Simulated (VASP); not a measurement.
Here is a VASP 6.6.1 calculation.

The input INCAR:

```
  ALGO = Normal
  EDIFF = 1E-7
  ENCUT = 520
  GGA = PE
  ISIF = 2
  ISMEAR = 0
  LASPH = T
  LCHARG = F
  LREAL = F
  LWAVE = F
  NBANDS = 12
  NELM = 100
  PREC = Accurate
  SIGMA = 0.025
```

KPOINTS

```
k-points
0
Gamma
  10 10 10
```

POSCAR

```
In
1.0
   -1.8825252400      1.8825252400      1.8825252400
    1.8825252400     -1.8825252400      1.8825252400
    1.8825252400      1.8825252400     -1.8825252400
In
1
Direct
    0.0000000000      0.0000000000      0.0000000000
```

Potentials or basis: VASP PAW PBE potentials, release 64 (In_d).

The run is started by

```sh
$ cat potpaw_PBE.64/In_d/POTCAR > POTCAR
$ mpirun -np 1 vasp_std > vasp.out
```

Task: Estimate the pressure.

Result: 1.5 GPa.
